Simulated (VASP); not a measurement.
# Ti2Si (P6/mmm) in VASP: notebook, part 2 of 2

VASP 6.6.1. Earlier steps stand in the parts before.

## (3) Relaxation of cell and atoms, PBE

File INCAR:

```
SYSTEM = Ti2Si
PREC = Accurate
ENCUT = 600
EDIFF = 1E-6
ISMEAR = 0
SIGMA = 0.1
LREAL = .FALSE.
LASPH = .TRUE.
NELM = 100
ALGO = Normal
ISIF = 3
LWAVE = .FALSE.
LCHARG = .FALSE.
GGA = PE
IBRION = 2
NSW = 100
EDIFFG = -0.01
```

File KPOINTS:

```
regular mesh
0
G
  12 12 18
  0 0 0
```

File POSCAR:

```
Ti2Si
1.0
    4.4014950222      0.0000000000      0.0000000000
   -2.2007475111      3.8118065039      0.0000000000
    0.0000000000      0.0000000000      2.6500265537
Ti Si
2 1
Direct
    0.3333333333      0.6666666667      0.5000000000
    0.6666666667      0.3333333333      0.5000000000
    0.0000000000      0.0000000000      0.0000000000
```

Potentials or basis: VASP PAW PBE potentials, release 64 (Ti_sv, Si).

On the command line:

```bash
cat potpaw_PBE.64/Ti_sv/POTCAR potpaw_PBE.64/Si/POTCAR > POTCAR
mpirun -np 1 vasp_std > vasp.out
```

OUTCAR:

```text
SYSTEM = Ti2Si
   PREC = Accurate
   ENCUT = 600
   EDIFF = 1E-6
   ISMEAR = 0
   LREAL = .FALSE.
   LASPH = .TRUE.
   NELM = 100
   ISIF = 3
   GGA = PE
   IBRION = 2
   NSW = 100
   EDIFFG = -0.01

 ion  position               nearest neighbor table
   1  0.333  0.667  0.500-   2 2.54   2 2.54   2 2.54   3 2.87   3 2.87   3 2.87   3 2.87   3 2.87
                             3 2.87
   2  0.667  0.333  0.500-   1 2.54   1 2.54   1 2.54   3 2.87   3 2.87   3 2.87   3 2.87   3 2.87
                             3 2.87
   3  0.000  0.000  0.000-   1 2.87   2 2.87   1 2.87   2 2.87   2 2.87   2 2.87   1 2.87   1 2.87
                             2 2.87   2 2.87   1 2.87   1 2.87

  LATTYP: Found a hexagonal cell.
 ALAT       =     4.4014950222
 C/A-ratio  =     0.6020741908

  Lattice vectors:

 A1 = (   4.4014950222,   0.0000000000,   0.0000000000)
 A2 = (  -2.2007475111,   3.8118065039,   0.0000000000)
 A3 = (   0.0000000000,   0.0000000000,   2.6500265537)

Analysis of symmetry for initial positions (statically):
=====================================================================
 Subroutine PRICEL returns:
 Original cell was already a primitive cell.

 Routine SETGRP: Setting up the symmetry group for a
 hexagonal supercell.
[... 178 lines left out ...]
  -------------------------------------------------------------------------------------
  Total        0.0456205      0.0456205     -0.1359107      0.0000000     -0.0000000      0.0000000
  in kB        1.6439516      1.6439516     -4.8975949      0.0000000     -0.0000000      0.0000000
  external PRESSURE =      -0.5365639 kB  Pullay stress =       0.0000000 kB
[... 61 lines left out ...]
--------------------------------------- Ionic step        3  -------------------------------------------

 number of electron      27.9999996 magnetization

 Free energy of the ion-electron system (eV)
  ---------------------------------------------------
  ext. energy  EPLUGINS =         0.00000000
  ---------------------------------------------------
  free energy    TOTEN  =       -21.75054806 eV

  energy without entropy =      -21.73580106  energy(sigma->0) =      -21.74317456

 E-fermi :  10.0254     XC(G=0): -11.8609

 val. band max:       10.0231829889   @ k =   0.1667   0.0000   0.5000
 cond. band min:      10.0298061207   @ k =   0.1667   0.0000   0.0000
 fundamental gap:      0.0066231318
 Fermi energy:        10.0253805051

 k-point     1 :       0.0000    0.0000    0.0000
  band No.  band energies     occupation
      1     -46.5032      2.00000
      2     -46.2289      2.00000
      3     -23.0626      2.00000
      4     -23.0626      2.00000
      5     -22.3317      2.00000
      6     -22.3113      2.00000
[... 481 lines left out ...]
      5     -22.4313      2.00000
      6     -22.3229      2.00000
[... 10 lines left out ...]
     17      12.1089      0.00000
     18      12.7286      0.00000

 [... further k-points ...]

------------------------ aborting loop because EDIFF is reached ----------------------------------------

  FORCE on cell =-STRESS in cart. coord.  units (eV):
  Direction    XX          YY          ZZ          XY          YZ          ZX
  --------------------------------------------------------------------------------------
  -------------------------------------------------------------------------------------
  Total        0.0282146      0.0282146      0.0183773      0.0000000     -0.0000000      0.0000000
  in kB        1.0175482      1.0175482      0.6627687      0.0000000     -0.0000000      0.0000000
  external PRESSURE =       0.8992884 kB  Pullay stress =       0.0000000 kB
[... 18 lines left out ...]
  FREE ENERGIE OF THE ION-ELECTRON SYSTEM (eV)
  ---------------------------------------------------
  free  energy   TOTEN  =       -21.7505480596 eV

  energy  without entropy=      -21.7358010579  energy(sigma->0) =      -21.74317456

 reached required accuracy - stopping structural energy minimisation
```

CONTCAR:

```text
Ti2Si
   1.00000000000000
     4.4051156076788391    0.0000000000000000    0.0000000000000000
    -2.2025578038394196    3.8149420229013566   -0.0000000000000000
     0.0000000000000000   -0.0000000000000000    2.6435323985863137
  Ti              Si
     2     1
Direct
     0.3333333332999970    0.6666666667000030    0.5000000000000000
     0.6666666667000030    0.3333333332999970    0.5000000000000000
     0.0000000000000000    0.0000000000000000    0.0000000000000000

  0.00000000E+00  0.00000000E+00  0.00000000E+00
  0.00000000E+00  0.00000000E+00  0.00000000E+00
  0.00000000E+00  0.00000000E+00  0.00000000E+00
```

Wall time 2 min (1 thread of Intel Xeon 6975P-C (Granite Rapids), shared host); peak memory 0.31 GiB.

Results:

```yaml
Free_energy: -21.7505 eV
Relaxed_volume: 14.81 Å³/atom
Relaxed_cell: a = 4.405 Å, b = 4.405 Å, c = 2.644 Å, α = 90.00°, β = 90.00°, γ = 120.00°
Space_group_after_relaxing_to_0.05_Å: P6/mmm (No. 191)
Energy_gained_by_relaxing: 0.1 meV/atom
Ionic_steps: 3
Pressure_after_relaxing: 0.1 GPa
Band_gap_on_the_k_mesh: zero (band 14 reaches 10.40 eV, above the bottom of band 15 at 9.65 eV)
```

The path:
```tsv
step	energy change (eV)	largest force (eV/Å)	pressure (GPa)	volume (Å³)
1	0.0000	0.0000	-0.05	44.46
2	-0.0002	0.0000	0.09	44.43
3	-0.0002	0.0000	0.09	44.43
```

Final structure:
```
Ti Si
1.0
     4.40512    0.00000    0.00000
    -2.20256    3.81494    0.00000
     0.00000    0.00000    2.64353
Ti Si
2 1
Direct
  0.33333 0.66667 0.50000
  0.66667 0.33333 0.50000
  0.00000 0.00000 0.00000
```

Levels at points of the mesh, in eV from the Fermi level:
```tsv
k point	band 11	band 12	band 13	band 14	band 15	band 16	band 17	band 18
(0.00, 0.00, 0.00)	-3.60	-2.05	-0.29	0.11	0.11	1.86	2.29	2.29
(0.50, 0.00, 0.00)	-3.04	-2.27	-0.84	-0.44	-0.29	2.02	2.16	2.19
(0.00, 0.00, 0.50)	-1.97	-1.97	-0.98	-0.98	0.01	0.01	1.40	1.40
(0.50, 0.00, 0.50)	-3.41	-2.48	-0.72	-0.07	0.13	1.48	1.62	2.93
```

## (4) Single point, PBE, collinear spin, ferromagnetic start

File INCAR:

```
SYSTEM = Ti2Si
ALGO = Normal
EDIFF = 1E-6
ENCUT = 520
GGA = PE
ISIF = 2
ISMEAR = 0
ISPIN = 2
LASPH = .TRUE.
LCHARG = .FALSE.
LMAXMIX = 4
LORBIT = 11
LREAL = .FALSE.
LWAVE = .FALSE.
MAGMOM = 1 1 0
NBANDS = 25
NELM = 150
PREC = Accurate
SIGMA = 0.1
```

File KPOINTS:

```
k-points
0
G
  6 6 6
  0 0 0
```

POSCAR is that of step 3.

On the command line:

```bash
cat potpaw_PBE.64/Ti_sv/POTCAR potpaw_PBE.64/Si/POTCAR > POTCAR
mpirun -np 1 vasp_std > vasp.out
```

It took 27 s on 1 thread of Intel Xeon 6975P-C (Granite Rapids), shared host; peak memory 0.2 GiB.

The run converged. Its results:

* Free energy: -21.7404 eV
* Pressure: -0.1 GPa
* Band gap on the k mesh: zero (filled and empty bands overlap)
* Net moment: 0.00 μB per cell
* Valence electrons inside the program's atomic spheres: Ti 10.47; Si 1.56

Levels at points of the mesh, in eV from the Fermi level:
Spin up:
```
           k point  band 11  band 12  band 13  band 14  band 15  band 16  band 17  band 18
(0.00, 0.00, 0.00)    -3.58    -2.06    -0.29     0.13     0.13     1.89     2.26     2.26
(0.50, 0.00, 0.00)    -3.02    -2.27    -0.84    -0.44    -0.28     1.98     2.15     2.18
(0.00, 0.00, 0.50)    -1.97    -1.97    -0.98    -0.98     0.01     0.01     1.40     1.40
(0.50, 0.00, 0.50)    -3.41    -2.50    -0.73    -0.07     0.13     1.48     1.63     2.93
```
Spin down:
```
           k point  band 12  band 13  band 14  band 15  band 16  band 17
(0.00, 0.00, 0.00)    -2.06    -0.29     0.13     0.13     1.89     2.26
(0.50, 0.00, 0.00)    -2.27    -0.84    -0.44    -0.27     1.98     2.15
(0.00, 0.00, 0.50)    -1.97    -0.98    -0.98     0.01     0.01     1.40
(0.50, 0.00, 0.50)    -2.50    -0.73    -0.07     0.13     1.48     1.63
```

Caveat: the k points lie up to 0.40 Å⁻¹ apart.

## (5) The runs side by side

```csv
task,spin,cell,k mesh,cutoff (eV),gap on the mesh (eV),pressure (GPa)
single point,off,"a = 4.408, b = 4.408, c = 2.645 Å, angles 90.0, 90.0, 120.0°, 3 atoms",12 × 12 × 18,520,none,-0.1
relaxation of cell and atoms,off,"relaxed from a = 4.401, b = 4.401, c = 2.650 Å, angles 90.0, 90.0, 120.0°, 3 atoms",12 × 12 × 18,600,none,0.1
single point,"collinear, ferromagnetic start","a = 4.401, b = 4.401, c = 2.650 Å, angles 90.0, 90.0, 120.0°, 3 atoms",6 × 6 × 6,520,none,-0.1
```

Alike in all rows: level PBE; potentials or basis VASP PAW PBE potentials, release 64 (Ti_sv, Si); smearing gaussian 0.1 eV.

Caveats: some runs use coarse meshes.

Total energies depend on the potentials used, so only differences within one code and one set of settings carry meaning.
